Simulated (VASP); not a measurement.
Wanted: the native input for a VASP 6.6.1 run.

* Task: single point
* Functional: PBE
* Potentials or basis: VASP PAW PBE potentials, release 64 (Pt)
* Cutoff: 520 eV
* k mesh: 12 × 12 × 1
* Occupations: gaussian, width 0.1 eV
* Spin: no spin polarisation
* Dipole correction: yes
* Further INCAR settings: ALGO = Normal; EDIFF = 1e-07; NBANDS = 22

The structure of Pt lies in POSCAR:

```
Pt
1.0
    2.8072917802      0.0000000000      0.0000000000
   -1.4036458901      2.4311859975      0.0000000000
    0.0000000000      0.0000000000     18.5842882805
Pt
3
Direct
    0.6666666667      0.3333333333      0.3766622587
    0.3333333333      0.6666666667      0.5009585367
    0.0000000000      0.0000000000      0.6252452179
```

One way to write it, as run:

INCAR

```
SYSTEM = Pt
PREC = Accurate ; ENCUT = 520
EDIFF = 1E-7 ; ISMEAR = 0
SIGMA = 0.1 ; LREAL = .FALSE.
LASPH = .TRUE. ; NELM = 80
ALGO = Normal ; ISIF = 2
LWAVE = .FALSE. ; LCHARG = .FALSE.
LDIPOL = .TRUE. ; IDIPOL = 3
DIPOL = 0.5 0.5 0.501 ; GGA = PE
NBANDS = 22
```

KPOINTS

```
regular mesh
0
G
  12 12 1
  0 0 0
```

Potentials or basis: VASP PAW PBE potentials, release 64 (Pt).

The run is started by

```bash
$ cat potpaw_PBE.64/Pt/POTCAR > POTCAR
$ mpirun -np 1 vasp_std > vasp.out
```

Results of the run:

| Property | Result |
| --- | --- |
| Largest force | 0.017 eV/Å |
| Band gap on the k mesh | zero (bands 15 and 16 overlap by 1.27 eV) |

Caveat: spin-orbit coupling is left out, which moves the levels of the heavy elements.

It took 2.7 min on 1 thread of Intel Xeon 8259CL, on a shared host, peak memory 0.28 GiB.
